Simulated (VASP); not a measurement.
# Br (Fd-3m) in VASP: further runs

Runs on Br. Level: LDA. Tasks: single point.

All numbers are computed with VASP 6.6.1; they aren't measurements. Logs are shortened: lines on timing, memory, paths and dates and some standing lists are left out, and cuts for length are marked.

### 1 The cell of the first run

The structure is cubic, space group Fd-3m (No. 227). The conventional cell has a = 5.256 Å, b = 5.256 Å, c = 5.256 Å, α = 90.00°, β = 90.00°, γ = 90.00°. Within 3.0 Å of Br (site symmetry -43m) lie 4 Br at 2.28 Å.

### 2 Single point, LDA

The input, INCAR:

```
PREC = Accurate
ENCUT = 500
EDIFF = 1E-6
ISMEAR = -1
SIGMA = 0.1
LREAL = F
LASPH = T
NELM = 120
ALGO = Normal
ISIF = 2
LWAVE = F
LCHARG = F
GGA = CA
NBANDS = 14
GGA_COMPAT = F
```

The input, KPOINTS:

```
Automatic mesh
0
Gamma
  12 12 12
```

The input, POSCAR:

```
Br
1.0
    0.0000000000      2.6281813285      2.6281813285
    2.6281813285      0.0000000000      2.6281813285
    2.6281813285      2.6281813285      0.0000000000
Br
2
Direct
   -0.1250000000     -0.1250000000     -0.1250000000
    0.1250000000      0.1250000000      0.1250000000
```

Potentials or basis: VASP PAW LDA potentials, release 64 (Br).

Run with:

```bash
> cat potpaw_LDA.64/Br/POTCAR > POTCAR
> mpirun -np 1 vasp_std > vasp.out
```

OUTCAR:

```text
PREC = Accurate
   ENCUT = 500
   EDIFF = 1E-6
   ISMEAR = -1
   LREAL = F
   LASPH = T
   NELM = 120
   ISIF = 2
   GGA = CA

 ion  position               nearest neighbor table
   1  0.875  0.875  0.875-   2 2.28   2 2.28   2 2.28   2 2.28
   2  0.125  0.125  0.125-   1 2.28   1 2.28   1 2.28   1 2.28

  LATTYP: Found a face centered cubic cell.
 ALAT       =     5.2563626570

  Lattice vectors:

 A1 = (   0.0000000000,   2.6281813285,   2.6281813285)
 A2 = (   2.6281813285,   0.0000000000,   2.6281813285)
 A3 = (   2.6281813285,   2.6281813285,   0.0000000000)

Analysis of symmetry for initial positions (statically):
=====================================================================
 Subroutine PRICEL returns:
 Original cell was already a primitive cell.

 Routine SETGRP: Setting up the symmetry group for a
 face centered cubic supercell.

 Subroutine GETGRP returns: Found 48 space group operations
 (whereof 12 operations were pure point group operations)
 out of a pool of 48 trial point group operations.

The static configuration has the point symmetry D_3d.
 The point group associated with its full space group is O_h .

Analysis of symmetry for dynamics (positions and initial velocities):
=====================================================================
 Subroutine PRICEL returns:
 Original cell was already a primitive cell.

 Routine SETGRP: Setting up the symmetry group for a
 face centered cubic supercell.

 Subroutine GETGRP returns: Found 48 space group operations
 (whereof 12 operations were pure point group operations)
 out of a pool of 48 trial point group operations.

The dynamic configuration has the point symmetry D_3d.
 The point group associated with its full space group is O_h .

 Subroutine INISYM returns: Found 48 space group operations
 (whereof 12 operations are pure point group operations),
 and found     1 'primitive' translations

----------------------------------------------------------------------------------------

                                     Primitive cell

  volume of cell :      36.3075

  direct lattice vectors                    reciprocal lattice vectors
     0.000000000  2.628181329  2.628181329    -0.190245625  0.190245625  0.190245625
     2.628181329  0.000000000  2.628181329     0.190245625 -0.190245625  0.190245625
     2.628181329  2.628181329  0.000000000     0.190245625  0.190245625 -0.190245625

  length of vectors
     3.716809679  3.716809679  3.716809679     0.329515089  0.329515089  0.329515089

  position of ions in fractional coordinates (direct lattice)
     0.875000000  0.875000000  0.875000000
     0.125000000  0.125000000  0.125000000

  ion indices of the primitive-cell ions
   primitive index   ion index
                 1           1
                 2           2

----------------------------------------------------------------------------------------

 KPOINTS: Automatic mesh

Automatic generation of k-mesh.
 Grid dimensions read from file:
 generate k-points for:   12   12   12

 Generating k-lattice:

  Cartesian coordinates                     Fractional coordinates (reciprocal lattice)
    -0.015853802  0.015853802  0.015853802     0.083333333  0.000000000  0.000000000
     0.015853802 -0.015853802  0.015853802     0.000000000  0.083333333  0.000000000
     0.015853802  0.015853802 -0.015853802     0.000000000  0.000000000  0.083333333

  Length of vectors
     0.027459591  0.027459591  0.027459591

  Shift w.r.t. Gamma in fractional coordinates (k-lattice)
     0.000000000  0.000000000  0.000000000

 Subroutine IBZKPT returns following result:
 ===========================================

 Found     72 irreducible k-points:

 Following reciprocal coordinates:
            Coordinates               Weight
  0.000000  0.000000  0.000000      1.000000
  0.083333  0.000000  0.000000      8.000000
  0.166667  0.000000  0.000000      8.000000
  0.250000  0.000000  0.000000      8.000000
  0.333333  0.000000  0.000000      8.000000
  0.416667  0.000000  0.000000      8.000000
[... 16 lines left out ...]
  0.500000  0.166667  0.000000     24.000000
 -0.416667  0.166667  0.000000     24.000000
 [... further k-points ...]
   k-points           NKPTS =     72   k-points in BZ     NKDIM =     72   number of bands    NBANDS=     14
   number of dos      NEDOS =    301   number of ions     NIONS =      2
   total plane-waves  NPLWV =  21952
   dimension x,y,z NGX =    28 NGY =   28 NGZ =   28
   dimension x,y,z NGXF=    56 NGYF=   56 NGZF=   56
   ions per type =               2
   NGX,Y,Z   is equivalent  to a cutoff of  12.52, 12.52, 12.52 a.u.
   NGXF,Y,Z  is equivalent  to a cutoff of  25.05, 25.05, 25.05 a.u.
 SYSTEM =  unknown system
   PREC   = accura    normal or accurate (medium, high low for compatibility)
   ISTART =      0    job   : 0-new  1-cont  2-samecut
   ICHARG =      2    charge: 1-file 2-atom 10-const
   ISPIN  =      1    spin polarized calculation?
   LNONCOLLINEAR =      F non collinear calculations
   LSORBIT =      F    spin-orbit coupling
   LASPH  =      T    aspherical Exc in radial PAW
   ENCUT  =  500.0 eV  36.75 Ry    6.06 a.u.   6.78  6.78  6.78*2*pi/ulx,y,z
   NELM   =    120;   NELMIN=  2; NELMDL= -5     # of ELM steps
   EDIFF  = 0.1E-05   stopping-criterion for ELM
   LREAL  =      F    real-space projection
   EDIFFG = 0.1E-04   stopping-criterion for IOM
   NSW    =      0    number of steps for IOM
   IBRION =     -1    ionic relax: 0-MD 1-quasi-New 2-CG
   NFREE  =      0    steps in history (QN), initial steepest desc. (CG)
   ISIF   =      2    stress and relaxation
   ISYM   =      2    0-nonsym 1-usesym 2-fastsym
   POTIM  = 0.5000    time-step for ionic-motion
   TEBEG  =    0.0;   TEEND  =   0.0 temperature during run
   PSTRESS=    0.0 pullay stress
   NELECT =      14.0000    total number of electrons
   NUPDOWN=      -1.0000    fix difference up-down
   EMIN   =  10.00;   EMAX   =-10.00  energy-range for DOS
   EFERMI =   0.00;   METHOD = LEGACY
   ISMEAR =    -1;   SIGMA  =   0.10  broadening in eV -4-tet -1-fermi 0-gaus
   EFERMI_NEDOS =   21; number of points for ismear=-14 and -15
   IALGO  =     38    algorithm
   IMIX   =      4    mixing-type and parameters
     AMIX     =   0.40;   BMIX     =  1.00
     AMIX_MAG =   1.60;   BMIX_MAG =  1.00
  volume/ion in A,a.u.               =      18.15       122.51
  Fermi-wavevector in a.u.,A,eV,Ry     =   1.191568  2.251737 19.318020  1.419834
  Thomas-Fermi vector in A             =   2.327627
   LORBIT       =      0    0 simple, 1 ext, 2 COOP (PROOUT), +10 PAW based schemes
   GGA     = CA    functional components
   LHFCALC =     F    Hartree Fock is set to
   AEXX    =    0.0000 exact exchange contribution
   IVDW    =     0    specifies the selected vdW correction
   LEPSILON=     F    determine dielectric tensor
   LRPA    =     F    only Hartree local field effects (RPA)
 non-spin polarized calculation
  energy-cutoff  :      500.00
  volume of cell :       36.31
 maximum number of plane-waves:       941
   NGX = 13   NGY = 13   NGZ = 13

 number of electron      14.0000005 magnetization

 Free energy of the ion-electron system (eV)
  ---------------------------------------------------
  ext. energy  EPLUGINS =         0.00000000
  ---------------------------------------------------
  free energy    TOTEN  =         2.39591182 eV

  energy without entropy =        2.44949149  energy(sigma->0) =        2.42270166

 E-fermi :   8.2589     XC(G=0): -10.9989

 val. band max:        8.2039413663   @ k =  -0.2500   0.2500   0.0833
 cond. band min:       8.2592055058   @ k =  -0.2500   0.3333   0.0833
 fundamental gap:      0.0552641395
 Fermi energy:         8.2588674732

 k-point     1 :       0.0000    0.0000    0.0000
  band No.  band energies     occupation
      1     -14.1480      2.00000
      2      -3.5599      2.00000
      3       0.8570      2.00000
      4       0.8570      2.00000
      5       0.8570      2.00000
      6       4.9017      2.00000
      7       4.9017      2.00000
      8       4.9017      2.00000
      9      11.8106      0.00000
     10      14.8262      0.00000
     11      14.8262      0.00000
     12      17.8133      0.00000
     13      17.8133      0.00000
     14      17.8133      0.00000

 k-point     2 :       0.0833    0.0000    0.0000
  band No.  band energies     occupation
      1     -14.0677      2.00000
      2      -3.9921      2.00000
      3       0.7483      2.00000
      4       0.7483      2.00000
      5       1.0183      2.00000
      6       5.0690      2.00000
      7       5.0690      2.00000
      8       5.0879      2.00000
      9      12.1584      0.00000
     10      14.5183      0.00000
     11      14.5183      0.00000
     12      17.4897      0.00000
     13      18.4522      0.00000
     14      18.4522      0.00000

 k-point     3 :       0.1667    0.0000    0.0000
  band No.  band energies     occupation
      1     -13.8323      2.00000
      2      -4.9916      2.00000
      3       0.4880      2.00000
      4       0.4880      2.00000
      5       1.1892      2.00000
      6       5.4779      2.00000
      7       5.4779      2.00000
      8       5.7531      2.00000
      9      13.0015      0.00000
     10      14.0851      0.00000
     11      14.0851      0.00000
     12      16.9924      0.00000
     13      19.8793      0.00000
     14      19.8793      0.00000

 k-point     4 :       0.2500    0.0000    0.0000
  band No.  band energies     occupation
      1     -13.4604      2.00000
      2      -6.1616      2.00000
      3       0.1919      2.00000
      4       0.1919      2.00000
      5       1.1357      2.00000
      6       5.9413      2.00000
      7       5.9413      2.00000
      8       6.9081      2.00000
      9      13.7478      0.00000
     10      13.9891      0.00000
     11      13.9891      0.00000
     12      16.9786      0.00000
     13      21.4553      0.00000
     14      21.4553      0.00000

 k-point     5 :       0.3333    0.0000    0.0000
  band No.  band energies     occupation
      1     -12.9985      2.00000
      2      -7.2700      2.00000
      3      -0.0589      2.00000
      4      -0.0589      2.00000
      5       0.9728      2.00000
      6       6.3042      2.00000
      7       6.3042      2.00000
      8       8.3282      0.66672
      9      13.9554      0.00000
     10      14.3973      0.00000
     11      14.3973      0.00000
[... 276 lines left out ...]
 k-point    22 :       0.4167    0.1667    0.0000
  band No.  band energies     occupation
      1     -12.5473      2.00000
      2      -7.9947      2.00000
      3      -1.3040      2.00000
      4      -0.6818      2.00000
      5       2.7614      2.00000
      6       5.5995      2.00000
      7       7.5417      1.99847
      8       8.4583      0.23970
      9      13.3792      0.00000
     10      14.6729      0.00000
     11      16.3654      0.00000
     12      17.7704      0.00000
     13      18.7453      0.00000
     14      21.3988      0.00000

 k-point    23 :       0.5000    0.1667    0.0000
  band No.  band energies     occupation
      1     -12.1463      2.00000
      2      -8.6463      2.00000
      3      -1.6130      2.00000
      4      -0.6741      2.00000
      5       2.6471      2.00000
      6       6.2126      2.00000
      7       7.5025      1.99896
      8       9.1718      0.00022
      9      13.5293      0.00000
     10      14.9164      0.00000
     11      16.1930      0.00000
     12      17.1207      0.00000
     13      18.3108      0.00000
     14      21.5100      0.00000

 k-point    24 :      -0.4167    0.1667    0.0000
  band No.  band energies     occupation
      1     -12.0821      2.00000
      2      -8.7428      2.00000
      3      -1.7526      2.00000
      4      -0.5450      2.00000
      5       2.5779      2.00000
      6       6.5657      2.00000
      7       7.2781      1.99989
      8       9.4289      0.00002
      9      13.1291      0.00000
     10      14.8577      0.00000
     11      15.7494      0.00000
     12      17.2897      0.00000
     13      19.7464      0.00000
     14      20.2963      0.00000

 [... further k-points ...]

------------------------ aborting loop because EDIFF is reached ----------------------------------------

  FORCE on cell =-STRESS in cart. coord.  units (eV):
  Direction    XX          YY          ZZ          XY          YZ          ZX
  --------------------------------------------------------------------------------------
  -------------------------------------------------------------------------------------
  Total       17.9850509     17.9850509     17.9850509     -0.0000000     -0.0000000      0.0000000
  in kB      793.6449944    793.6449944    793.6449944     -0.0000000     -0.0000000      0.0000000
  external PRESSURE =     793.6449944 kB  Pullay stress =       0.0000000 kB

 VOLUME and BASIS-vectors are now :
 -----------------------------------------------------------------------------
  energy-cutoff  :      500.00
  volume of cell :       36.31
      direct lattice vectors                 reciprocal lattice vectors
     0.000000000  2.628181329  2.628181329    -0.190245625  0.190245625  0.190245625
     2.628181329  0.000000000  2.628181329     0.190245625 -0.190245625  0.190245625
     2.628181329  2.628181329  0.000000000     0.190245625  0.190245625 -0.190245625

 POSITION                                       TOTAL-FORCE (eV/Angst)
 -----------------------------------------------------------------------------------
      4.59932      4.59932      4.59932        -0.000000     -0.000000     -0.000000
      0.65705      0.65705      0.65705         0.000000      0.000000      0.000000
 -----------------------------------------------------------------------------------
    total drift:                                0.000000     -0.000000     -0.000000

  FREE ENERGIE OF THE ION-ELECTRON SYSTEM (eV)
  ---------------------------------------------------
  free  energy   TOTEN  =         2.3959118211 eV

  energy  without entropy=        2.4494914909  energy(sigma->0) =        2.42270166
```

It took 28 s on 1 thread of Intel Xeon Platinum 8259CL at 2.50GHz (Skylake/Cascade Lake), shared host; peak memory 0.15 GiB.

What came out:

```yaml
Free_energy: 2.3959 eV
Pressure: 79.4 GPa
Band_gap_on_the_k_mesh: zero (band 7 reaches 10.48 eV, above the bottom of band 8 at 4.90 eV)
```

Levels at points of the mesh, in eV from the Fermi level:
```
           k point  band 3  band 4  band 5  band 6  band 7  band 8  band 9  band 10  band 11  band 12
(0.00, 0.00, 0.00)   -7.40   -7.40   -7.40   -3.36   -3.36   -3.36    3.55     6.57     6.57     9.55
(0.50, 0.00, 0.00)   -8.54   -8.54   -7.48   -1.69   -1.69    2.04    6.39     6.50     7.85     7.85
(0.50, 0.50, 0.00)   -9.82   -9.82   -4.73   -4.73    2.22    2.22    6.15     6.15     9.66     9.66
```

### 3 Single point, LDA

The input, INCAR:

```
SYSTEM = Br
PREC = Accurate ; ENCUT = 500
EDIFF = 1E-6 ; ISMEAR = -1
SIGMA = 0.1 ; LREAL = .FALSE.
LASPH = .TRUE. ; NELM = 120
ALGO = Normal ; ISIF = 2
LWAVE = .FALSE. ; LCHARG = .FALSE.
GGA = CA ; NBANDS = 14
GGA_COMPAT = .FALSE.
```

The input, KPOINTS:

```
regular mesh
0
G
  12 12 12
  0 0 0
```

The input, POSCAR:

```
Br
1.0
    0.0000000000      2.6276149722      2.6276149722
    2.6276149722      0.0000000000      2.6276149722
    2.6276149722      2.6276149722      0.0000000000
Br
2
Direct
   -0.1250000000     -0.1250000000     -0.1250000000
    0.1250000000      0.1250000000      0.1250000000
```

Potentials or basis: VASP PAW LDA potentials, release 64 (Br).

Run with:

```bash
> cat potpaw_LDA.64/Br/POTCAR > POTCAR
> mpirun -np 1 vasp_std > vasp.out
```

Wall time 23 s (1 thread of Intel Xeon Platinum 8259CL at 2.50GHz (Skylake/Cascade Lake), shared host); peak memory 0.15 GiB.

It converged, with:

* Free energy: 2.4076 eV
* Pressure: 79.5 GPa
* Band gap on the k mesh: zero (band 7 reaches 10.49 eV, above the bottom of band 8 at 4.91 eV)

Levels at points of the mesh, in eV from the Fermi level:
| k point | band 3 | band 4 | band 5 | band 6 | band 7 | band 8 | band 9 | band 10 | band 11 | band 12 |
| --- | --- | --- | --- | --- | --- | --- | --- | --- | --- | --- |
| (0.00, 0.00, 0.00) | -7.41 | -7.41 | -7.41 | -3.36 | -3.36 | -3.36 | 3.55 | 6.57 | 6.57 | 9.55 |
| (0.50, 0.00, 0.00) | -8.54 | -8.54 | -7.48 | -1.69 | -1.69 | 2.04 | 6.39 | 6.50 | 7.85 | 7.85 |
| (0.50, 0.50, 0.00) | -9.83 | -9.83 | -4.74 | -4.74 | 2.22 | 2.22 | 6.16 | 6.16 | 9.66 | 9.66 |
